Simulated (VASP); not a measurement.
Input of a VASP 6.6.1 run:

Contents of POSCAR:

```
C
1.0
    0.0000000000      1.7801241425      1.7801241425
    1.7801241425      0.0000000000      1.7801241425
    1.7801241425      1.7801241425      0.0000000000
C
2
Direct
    0.0000000000      0.0000000000      0.0000000000
    0.2500000000      0.2500000000      0.2500000000
```

Contents of INCAR.step1:

```
SYSTEM = C
PREC = Accurate ; ENCUT = 500
EDIFF = 1E-5 ; ISMEAR = 0
SIGMA = 0.02 ; LREAL = .FALSE.
LASPH = .TRUE. ; NELM = 80
ALGO = Normal ; ISIF = 2
LWAVE = .TRUE. ; LCHARG = .FALSE.
GGA = PE
```

File INCAR.step2:

```
SYSTEM = C
PREC = Accurate ; ENCUT = 500
EDIFF = 1E-8 ; ISMEAR = 0
SIGMA = 0.01 ; LREAL = .FALSE.
LASPH = .TRUE. ; NELM = 80
ALGO = Normal ; LWAVE = .TRUE.
LCHARG = .FALSE. ; GGA = PE
LHFCALC = .TRUE. ; AEXX = 0.25
PRECFOCK = Fast ; ISTART = 1
```

The input INCAR.step3:

```
SYSTEM = C
PREC = Accurate ; ENCUT = 500
EDIFF = 1E-8 ; ISMEAR = 0
SIGMA = 0.01 ; LREAL = .FALSE.
LASPH = .TRUE. ; NELM = 1
ALGO = Exact ; LWAVE = .TRUE.
LCHARG = .FALSE. ; GGA = PE
LHFCALC = .TRUE. ; AEXX = 0.25
PRECFOCK = Fast ; ISTART = 1
NBANDS = 65 ; LOPTICS = .TRUE.
```

File INCAR.step4:

```
SYSTEM = C
PREC = Accurate ; ENCUT = 500
EDIFF = 1E-8 ; ISMEAR = 0
SIGMA = 0.01 ; LREAL = .FALSE.
LASPH = .TRUE. ; ALGO = EVGW0
LWAVE = .FALSE. ; LCHARG = .FALSE.
GGA = PE ; LHFCALC = .TRUE.
AEXX = 0.25 ; PRECFOCK = Fast
ISTART = 1 ; NELMGW = 1
NBANDS = 65 ; ENCUTGW = 180.0
NOMEGA = 48 ; NBANDSGW = 12
```

Contents of KPOINTS:

```
Automatic mesh
0
G
  8 8 8
  0 0 0
```

Potentials or basis: VASP PAW PBE potentials, release 64 (C_GW).

Run with:

```bash
$ cat potpaw_PBE.64/C_GW/POTCAR > POTCAR
$ cp INCAR.step1 INCAR
$ mpirun -np 1 vasp_std > vasp.out
$ cp INCAR.step2 INCAR
$ mpirun -np 1 vasp_std > vasp.out
$ cp INCAR.step3 INCAR
$ mpirun -np 1 vasp_std > vasp.out
$ cp INCAR.step4 INCAR
$ mpirun -np 1 vasp_std > vasp.out
```

(1) Predict the quasiparticle gap.

(2) What does it give for the least direct quasiparticle gap?

(3) What does it give for the band gap of the starting levels on the mesh?

Results:

(1) 6.00 eV.

(2) 7.97 eV.

(3) 6.06 eV.

Caveat: the k points lie up to 0.38 Å⁻¹ apart; bands, screening cutoff and mesh are small and nothing is extrapolated, so the quasiparticle values aren't converged.
